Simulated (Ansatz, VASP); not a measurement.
**AlN: VASP beside Ansatz**

```
Al N
1.0
     3.10669    0.00000    0.00000
    -1.55335    2.69048    0.00000
     0.00000    0.00000    4.97859
Al N
2 2
Cartesian
  0.0000 1.7937 -0.0164
  1.5533 0.8968 2.4729
  0.0000 1.7937 1.8834
  1.5533 0.8968 4.3727
```

Alike in both runs: task single point; functional r2SCAN; k mesh 12 × 12 × 6; no spin polarisation.

|  | VASP | Ansatz |
| --- | --- | --- |
| version | VASP 6.6.1 | Ansatz 0.2.0 |
| potentials or method | VASP PAW PBE potentials, release 64 (Al, N) | plane waves, PAW |
| plane-wave cutoff (eV) | 520 | 500 |
| occupations | gaussian, width 0.01 eV | fixed |
| valence electrons in the cell | 16 | 16 |

|  | VASP | Ansatz | Ansatz less VASP |
| --- | --- | --- | --- |
| gap on the k mesh at the Fermi level (eV) | 4.92 | 4.88 | -0.040 |
| pressure (GPa) | -0.4 | 0.0 | +0.39 |

VASP's potentials were made for PBE, not for r2SCAN.
